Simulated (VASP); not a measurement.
Wanted: the native input for a VASP 6.6.1 run.

```
Task                   : relaxation of the atoms
Functional             : PBEsol
Potentials or basis    : VASP PAW PBE potentials, release 64 (Ti_sv)
Cutoff                 : 520 eV
k mesh                 : 13 × 13 × 1
Occupations            : fermi-dirac, width 0.08 eV
Spin                   : no spin polarisation
Dipole correction      : yes
Further INCAR settings : ALGO = Normal; EDIFF = 1e-06; IBRION = 2; EDIFFG = -0.01; NSW = 60
```

The structure of Ti lies in POSCAR:

```
Ti
1.0
    2.9016173135      0.0000000000      0.0000000000
   -1.4508086568      2.5128743056      0.0000000000
    0.0000000000      0.0000000000     25.1816000000
Ti
5
Direct
    0.0000000000      0.0000000000      0.3176919192
    0.3333333340      0.6666666660      0.4088459597
    0.0000000000      0.0000000000      0.4999999997
    0.3333333340      0.6666666660      0.5911540403
    0.0000000000      0.0000000000      0.6823080808
```

One way to write it, as run:

INCAR

```
SYSTEM = Ti
ALGO     = Normal         ! electronic algorithm
DIPOL    = 0.5 0.5 0.500
EDIFF    = 1E-6           ! SCF threshold, eV
EDIFFG   = -0.01          ! ionic threshold
ENCUT    = 520            ! plane-wave cutoff, eV
GGA      = PS             ! functional
IBRION   = 2              ! ionic algorithm
IDIPOL   = 3            
ISIF     = 2              ! what is computed and relaxed
ISMEAR   = -1             ! smearing method
KPAR     = 4            
LASPH    = .True.         ! aspherical terms in the spheres
LCHARG   = .False.        ! write CHGCAR
LDIPOL   = .True.       
LREAL    = .False.        ! projectors in reciprocal space
LWAVE    = .False.        ! write WAVECAR
NELM     = 60             ! most SCF steps
NSW      = 60             ! ionic steps
PREC     = Accurate       ! precision mode
SIGMA    = 0.08           ! smearing width, eV
```

KPOINTS

```
k-points
0
Gamma
  13 13 1
  0 0 0
```

Potentials or basis: VASP PAW PBE potentials, release 64 (Ti_sv).

The run is started by

```console
$ cat potpaw_PBE.64/Ti_sv/POTCAR > POTCAR
$ mpirun -np 4 vasp_std > vasp.out
```

Results of the run:

```json
{"Energy gained by relaxing": "20.7 meV/atom", "Ionic steps": "8", "Largest force after relaxing": "0.008 eV/Å", "Band gap on the k mesh": "zero (bands 30 and 31 overlap by 1.03 eV)"}
```

Caveat: the PAW data sets were made with another functional, which shifts forces and pressure a little.

It took 4.8 min on 4 MPI ranks on Intel(R) Xeon(R) Platinum 8488C (Sapphire Rapids), on a shared host, peak memory 0.37 GiB a rank.
